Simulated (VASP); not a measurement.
Wanted: the native input for a VASP 6.6.1 run.

```yaml
Task: single point
Functional: PBEsol
Potentials_or_basis: VASP PAW PBE potentials, release 64 (Hg, Te)
Cutoff: 520 eV
k_mesh: 12 × 12 × 12
Occupations: fermi-dirac, width 0.05 eV
Spin: no spin polarisation
Dipole_correction: no
Further_INCAR_settings: ALGO = Normal; EDIFF = 1e-06; NBANDS = 16
```

The structure of HgTe (zincblende type) lies in POSCAR:

```
HgTe
1.0
    0.0000000000      2.9181635056      2.9181635056
    2.9181635056      0.0000000000      2.9181635056
    2.9181635056      2.9181635056      0.0000000000
Hg Te
1 1
Direct
    0.0000000000      0.0000000000      0.0000000000
    0.2500000000      0.2500000000      0.2500000000
```

This cell differs from its parent crystal: volume scaled by 0.72.

One way to write it, as run:

INCAR

```
PREC     = Accurate       # precision mode
ENCUT    = 520            # plane-wave cutoff, eV
EDIFF    = 1E-6           # SCF threshold, eV
ISMEAR   = -1             # smearing method
SIGMA    = 0.05           # smearing width, eV
LREAL    = False          # projectors in reciprocal space
LASPH    = True           # aspherical terms in the spheres
NELM     = 100            # most SCF steps
ALGO     = Normal         # electronic algorithm
ISIF     = 2              # what is computed and relaxed
LWAVE    = False          # write WAVECAR
LCHARG   = False          # write CHGCAR
GGA      = PS             # functional
NBANDS   = 16             # bands
```

KPOINTS

```
regular mesh
0
Gamma
  12 12 12
```

Potentials or basis: VASP PAW PBE potentials, release 64 (Hg, Te).

Run with:

```console
$ cat potpaw_PBE.64/Hg/POTCAR potpaw_PBE.64/Te/POTCAR > POTCAR
$ mpirun -np 1 vasp_std > vasp.out
```

Results of the run:

```yaml
Pressure: 32.5 GPa
Band_gap_on_the_k_mesh: zero (filled and empty bands touch)
```

Caveat: the PAW data sets were made with another functional, which shifts forces and pressure a little; spin-orbit coupling is left out, which moves the levels of the heavy elements.

Run time: 22 s on 1 thread of Intel(R) Xeon(R) Platinum 8488C (Sapphire Rapids), on a shared host, peak memory 0.21 GiB.
